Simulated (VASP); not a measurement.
# CuO (C2/c) in VASP: a series of runs

CuO is run at these levels: BLYP+D3(BJ); tasks: single point.

All numbers are computed with VASP 6.6.1; they aren't measurements. Logs are shortened: lines on timing, memory, paths and dates and some standing lists are left out, and cuts for length are marked.

### Step 1. The cell of the first run

It takes space group C2/c (No. 15, monoclinic). The conventional cell has a = 4.588 Å, b = 3.353 Å, c = 5.024 Å, α = 90.00°, β = 99.54°, γ = 90.00°. Cu (site symmetry -1) has 4 O at 1.91 to 1.92 Å within 2.5 Å. O (site symmetry 2) has 4 Cu at 1.91 to 1.92 Å and 2 O at 2.57 Å within 2.6 Å.

### Step 2. Single point, BLYP+D3(BJ)

INCAR reads:

```
PREC = Accurate ; ENCUT = 520
EDIFF = 1E-6 ; ISMEAR = -1
SIGMA = 0.05 ; LREAL = False
LASPH = True ; NELM = 60
ALGO = Normal ; ISIF = 2
LWAVE = False ; LCHARG = True
GGA = B5 ; ALDAX = 1.0
AGGAX = 1.0 ; AGGAC = 1.0
ALDAC = 0.0 ; IVDW = 12
VDW_S6 = 1.0 ; VDW_S8 = 2.6996
VDW_A1 = 0.4298 ; VDW_A2 = 4.2359
LELF = True ; LVHAR = True
NBANDS = 25
```

KPOINTS reads:

```
regular mesh
0
Gamma
  10 10 5
```

POSCAR reads:

```
CuO
1.0
    2.2940437287     -1.6763657078      0.0000000000
    2.2940437287      1.6763657078      0.0000000000
   -0.8326750593      0.0000000000      4.9546185987
Cu O
2 2
Direct
    0.5000000000      0.0000000000      0.5000000000
    0.0000000000      0.5000000000      0.0000000000
    0.4184000000      0.5816000000      0.7500000000
    0.5816000000      0.4184000000      0.2500000000
```

Potentials or basis: VASP PAW PBE potentials, release 64 (Cu, O).

Launch:

```
$ cat potpaw_PBE.64/Cu/POTCAR potpaw_PBE.64/O/POTCAR > POTCAR
$ mpirun -np 1 vasp_std > vasp.out
```

OUTCAR:

```text
PREC = Accurate
   ENCUT = 520
   EDIFF = 1E-6
   ISMEAR = -1
   LREAL = False
   LASPH = True
   NELM = 60
   ISIF = 2
   GGA = B5
   IVDW = 12
 IVDW          = 12

 ion  position               nearest neighbor table
   1  0.500  0.000  0.500-   3 1.91   4 1.91   4 1.92   3 1.92
   2  0.000  0.500  0.000-   4 1.91   3 1.91   4 1.92   3 1.92
   3  0.418  0.582  0.750-   2 1.91   1 1.91   2 1.92   1 1.92
   4  0.582  0.418  0.250-   1 1.91   2 1.91   2 1.92   1 1.92

  LATTYP: Found a base centered monoclinic cell.
 ALAT       =     4.5880874574
 B/A-ratio  =     0.7307470589
 C/A-ratio  =     1.0950317057
 COS(beta)  =    -0.1657361228

  Lattice vectors:

 A1 = (   2.2940437287,  -1.6763657078,   0.0000000000)
 A2 = (   2.2940437287,   1.6763657078,   0.0000000000)
 A3 = (  -0.8326750593,   0.0000000000,   4.9546185987)

Analysis of symmetry for initial positions (statically):
=====================================================================
 Subroutine PRICEL returns:
 Original cell was already a primitive cell.

 Routine SETGRP: Setting up the symmetry group for a
 base centered monoclinic supercell.

 Subroutine GETGRP returns: Found  4 space group operations
 (whereof  2 operations were pure point group operations)
 out of a pool of  4 trial point group operations.

The static configuration has the point symmetry S_2 .
 The point group associated with its full space group is C_2h.

Analysis of symmetry for dynamics (positions and initial velocities):
=====================================================================
 Subroutine PRICEL returns:
 Original cell was already a primitive cell.

 Routine SETGRP: Setting up the symmetry group for a
 base centered monoclinic supercell.

 Subroutine GETGRP returns: Found  4 space group operations
 (whereof  2 operations were pure point group operations)
 out of a pool of  4 trial point group operations.

The dynamic configuration has the point symmetry S_2 .
 The point group associated with its full space group is C_2h.

 Subroutine INISYM returns: Found  4 space group operations
 (whereof  2 operations are pure point group operations),
 and found     1 'primitive' translations

----------------------------------------------------------------------------------------

                                     Primitive cell

  volume of cell :      38.1075

  direct lattice vectors                    reciprocal lattice vectors
     2.294043729 -1.676365708  0.000000000     0.217955741 -0.298264274  0.036629723
     2.294043729  1.676365708  0.000000000     0.217955741  0.298264274  0.036629723
    -0.832675059  0.000000000  4.954618599     0.000000000  0.000000000  0.201831883

  length of vectors
     2.841274118  2.841274118  5.024101234     0.371225024  0.371225024  0.201831883

  position of ions in fractional coordinates (direct lattice)
     0.500000000  0.000000000  0.500000000
     0.000000000  0.500000000  0.000000000
     0.418400000  0.581600000  0.750000000
     0.581600000  0.418400000  0.250000000

  ion indices of the primitive-cell ions
   primitive index   ion index
                 1           1
                 2           2
                 3           3
                 4           4

----------------------------------------------------------------------------------------

 KPOINTS: regular mesh

Automatic generation of k-mesh.
 Grid dimensions read from file:
 generate k-points for:   10   10    5

 Generating k-lattice:

  Cartesian coordinates                     Fractional coordinates (reciprocal lattice)
     0.021795574 -0.029826427  0.003662972     0.100000000  0.000000000  0.000000000
     0.021795574  0.029826427  0.003662972     0.000000000  0.100000000  0.000000000
     0.000000000  0.000000000  0.040366377     0.000000000  0.000000000  0.200000000

  Length of vectors
     0.037122502  0.037122502  0.040366377

  Shift w.r.t. Gamma in fractional coordinates (k-lattice)
     0.000000000  0.000000000  0.000000000

 Subroutine IBZKPT returns following result:
 ===========================================

 Found    141 irreducible k-points:

 Following reciprocal coordinates:
            Coordinates               Weight
  0.000000  0.000000  0.000000      1.000000
  0.100000  0.000000 -0.000000      4.000000
  0.200000  0.000000 -0.000000      4.000000
  0.300000  0.000000 -0.000000      4.000000
  0.400000  0.000000  0.000000      4.000000
  0.500000 -0.000000 -0.000000      2.000000
[... 16 lines left out ...]
  0.300000  0.300000 -0.000000      2.000000
  0.400000  0.300000  0.000000      4.000000
 [... further k-points ...]
   k-points           NKPTS =    141   k-points in BZ     NKDIM =    141   number of bands    NBANDS=     25
   number of dos      NEDOS =    301   number of ions     NIONS =      4
   total plane-waves  NPLWV =  23040
   dimension x,y,z NGX =    24 NGY =   24 NGZ =   40
   dimension x,y,z NGXF=    48 NGYF=   48 NGZF=   80
   ions per type =               2   2
   NGX,Y,Z   is equivalent  to a cutoff of  14.04, 14.04, 13.24 a.u.
   NGXF,Y,Z  is equivalent  to a cutoff of  28.09, 28.09, 26.47 a.u.
 SYSTEM =  unknown system
   PREC   = accura    normal or accurate (medium, high low for compatibility)
   ISTART =      0    job   : 0-new  1-cont  2-samecut
   ICHARG =      2    charge: 1-file 2-atom 10-const
   ISPIN  =      1    spin polarized calculation?
   LNONCOLLINEAR =      F non collinear calculations
   LSORBIT =      F    spin-orbit coupling
   LASPH  =      T    aspherical Exc in radial PAW
   ENCUT  =  520.0 eV  38.22 Ry    6.18 a.u.   5.28  5.28  9.34*2*pi/ulx,y,z
   NELM   =     60;   NELMIN=  2; NELMDL= -5     # of ELM steps
   EDIFF  = 0.1E-05   stopping-criterion for ELM
   LREAL  =      F    real-space projection
   EDIFFG = 0.1E-04   stopping-criterion for IOM
   NSW    =      0    number of steps for IOM
   IBRION =     -1    ionic relax: 0-MD 1-quasi-New 2-CG
   NFREE  =      0    steps in history (QN), initial steepest desc. (CG)
   ISIF   =      2    stress and relaxation
   ISYM   =      2    0-nonsym 1-usesym 2-fastsym
   POTIM  = 0.5000    time-step for ionic-motion
   TEBEG  =    0.0;   TEEND  =   0.0 temperature during run
   PSTRESS=    0.0 pullay stress
   NELECT =      34.0000    total number of electrons
   NUPDOWN=      -1.0000    fix difference up-down
   EMIN   =  10.00;   EMAX   =-10.00  energy-range for DOS
   EFERMI =   0.00;   METHOD = LEGACY
   ISMEAR =    -1;   SIGMA  =   0.05  broadening in eV -4-tet -1-fermi 0-gaus
   EFERMI_NEDOS =   21; number of points for ismear=-14 and -15
   IALGO  =     38    algorithm
   IMIX   =      4    mixing-type and parameters
     AMIX     =   0.40;   BMIX     =  1.00
     AMIX_MAG =   1.60;   BMIX_MAG =  1.00
  volume/ion in A,a.u.               =       9.53        64.29
  Fermi-wavevector in a.u.,A,eV,Ry     =   1.576029  2.978263 33.795074  2.483868
  Thomas-Fermi vector in A             =   2.676924
   LORBIT       =      0    0 simple, 1 ext, 2 COOP (PROOUT), +10 PAW based schemes
   GGA     = B5    functional components
   LHFCALC =     F    Hartree Fock is set to
   AEXX    =    0.0000 exact exchange contribution
   IVDW    =    12    specifies the selected vdW correction
   LEPSILON=     F    determine dielectric tensor
   LRPA    =     F    only Hartree local field effects (RPA)
 non-spin polarized calculation
  energy-cutoff  :      520.00
  volume of cell :       38.11
 maximum number of plane-waves:      1039
 NGX is ok and might be reduce to    24
   NGX = 11   NGY = 11   NGZ = 19

 number of electron      33.9999992 magnetization

 Free energy of the ion-electron system (eV)
  ---------------------------------------------------
  ext. energy  EPLUGINS =         0.00000000
  ---------------------------------------------------
  free energy    TOTEN  =       -17.61118670 eV

  energy without entropy =      -17.59277786  energy(sigma->0) =      -17.60198228

 E-fermi :   6.9469     XC(G=0): -11.7223

 val. band max:        6.9439635454   @ k =  -0.4000   0.2000   0.4000
 cond. band min:       6.9528559975   @ k =  -0.1000   0.0000   0.4000
 fundamental gap:      0.0088924521
 Fermi energy:         6.9469228526

 k-point     1 :       0.0000    0.0000    0.0000
  band No.  band energies     occupation
      1     -13.4797      2.00000
      2     -11.9871      2.00000
      3      -1.7593      2.00000
      4       0.9072      2.00000
      5       1.3146      2.00000
      6       3.2836      2.00000
[... 17 lines left out ...]
     24      23.9274      0.00000
     25      24.3435      0.00000

 k-point     2 :       0.1000    0.0000   -0.0000
  band No.  band energies     occupation
      1     -13.4040      2.00000
      2     -11.9648      2.00000
      3      -1.6435      2.00000
      4       0.8913      2.00000
      5       1.2873      2.00000
      6       2.5050      2.00000
[... 17 lines left out ...]
     24      23.4470      0.00000
     25      24.5570      0.00000

 k-point     3 :       0.2000    0.0000   -0.0000
  band No.  band energies     occupation
      1     -13.1983      2.00000
      2     -11.9053      2.00000
      3      -1.3337      2.00000
      4       0.8305      2.00000
      5       1.1700      2.00000
      6       1.4375      2.00000
[... 17 lines left out ...]
     24      22.5583      0.00000
     25      24.1187      0.00000

 k-point     4 :       0.3000    0.0000   -0.0000
  band No.  band energies     occupation
      1     -12.9255      2.00000
      2     -11.8302      2.00000
      3      -0.9426      2.00000
      4       0.2354      2.00000
      5       0.7577      2.00000
      6       1.3023      2.00000
[... 17 lines left out ...]
     24      21.4410      0.00000
     25      23.7068      0.00000
[... 477 lines left out ...]
 k-point    22 :      -0.2000    0.2000    0.0000
  band No.  band energies     occupation
      1     -12.8628      2.00000
      2     -11.8014      2.00000
      3      -0.8416      2.00000
      4       0.7222      2.00000
      5       0.7352      2.00000
      6       1.0679      2.00000
[... 17 lines left out ...]
     24      21.3574      0.00000
     25      21.6807      0.00000

 k-point    23 :       0.3000    0.3000   -0.0000
  band No.  band energies     occupation
      1     -12.5860      2.00000
      2     -11.7867      2.00000
      3      -0.3324      2.00000
      4       0.1676      2.00000
      5       1.1518      2.00000
      6       1.1951      2.00000
[... 17 lines left out ...]
     24      22.1676      0.00000
     25      22.4671      0.00000

 k-point    24 :       0.4000    0.3000    0.0000
  band No.  band energies     occupation
      1     -12.3716      2.00000
      2     -11.7385      2.00000
      3      -0.3642      2.00000
      4      -0.0237      2.00000
      5       0.9235      2.00000
      6       1.1443      2.00000
[... 17 lines left out ...]
     24      20.9541      0.00000
     25      21.9993      0.00000

 [... further k-points ...]

------------------------ aborting loop because EDIFF is reached ----------------------------------------

 Edisp (eV)   -2.59505

 E8    (eV) :    -1.7934

  FORCE on cell =-STRESS in cart. coord.  units (eV):
  Direction    XX          YY          ZZ          XY          YZ          ZX
  --------------------------------------------------------------------------------------
  -------------------------------------------------------------------------------------
  Total       4.07302     3.41990     4.57948     0.00000     0.00000    -0.76510
  in kB     171.24454   143.78486   192.53797     0.00000     0.00000   -32.16737
  external pressure =      169.19 kB  Pullay stress =        0.00 kB

 VOLUME and BASIS-vectors are now :
 -----------------------------------------------------------------------------
  energy-cutoff  :      520.00
  volume of cell :       38.11
      direct lattice vectors                 reciprocal lattice vectors
     2.294043729 -1.676365708  0.000000000     0.217955741 -0.298264274  0.036629723
     2.294043729  1.676365708  0.000000000     0.217955741  0.298264274  0.036629723
    -0.832675059  0.000000000  4.954618599     0.000000000  0.000000000  0.201831883

 POSITION                                       TOTAL-FORCE (eV/Angst)
 -----------------------------------------------------------------------------------
      0.73068     -0.83818      2.47731         0.000000     -0.000000      0.000000
      1.14702      0.83818      0.00000         0.000000     -0.000000      0.000000
      1.66954      0.27358      3.71596         0.000000      0.048155      0.000000
      2.08587     -0.27358      1.23865        -0.000000     -0.048155      0.000000
 -----------------------------------------------------------------------------------
    total drift:                                0.000000      0.000000     -0.000000

  FREE ENERGIE OF THE ION-ELECTRON SYSTEM (eV)
  ---------------------------------------------------
  free  energy   TOTEN  =       -20.2062329220 eV

  energy  without entropy=      -20.1878240823  energy(sigma->0) =      -20.19702850
```

Wall time 2.5 min (1 thread of AMD EPYC 7R13 (Zen 3), shared host); peak memory 0.22 GiB.

What came out:

```yaml
Free_energy: -20.2062 eV
Pressure: 16.9 GPa
Largest_force: 0.048 eV/Å
Band_gap_on_the_k_mesh: zero (bands 17 and 18 overlap by 0.59 eV)
Dispersion_energy_per_atom: -0.649 eV
```

Forces on the atoms (eV/Å):
```
Cu   0.000  0.000  0.000
Cu   0.000  0.000  0.000
O    0.000  0.048  0.000
O    0.000 -0.048  0.000
```

Levels at points of the mesh, in eV from the Fermi level:
| k point | band 13 | band 14 | band 15 | band 16 | band 17 | band 18 | band 19 | band 20 | band 21 | band 22 |
| --- | --- | --- | --- | --- | --- | --- | --- | --- | --- | --- |
| (0.00, 0.00, 0.00) | -2.68 | -2.49 | -2.43 | -1.88 | 0.20 | 0.99 | 2.12 | 6.42 | 8.59 | 13.75 |
| (0.50, 0.00, 0.00) | -2.31 | -1.81 | -1.70 | -1.59 | 0.01 | 0.24 | 4.99 | 6.77 | 7.31 | 11.62 |
| (0.50, 0.50, 0.00) | -2.41 | -2.38 | -1.74 | -1.39 | -0.76 | 1.12 | 3.40 | 7.42 | 8.70 | 10.59 |

Caveat: the cell stands under pressure; the PAW data sets were made with another functional, which shifts forces and pressure a little; semilocal functionals often make such compounds metallic where correlation or magnetic order opens a gap, which also shifts bond lengths.

[end of part 1 of 2]

The gap in the log of VASP goes by the Fermi energy; the results here count the filled bands.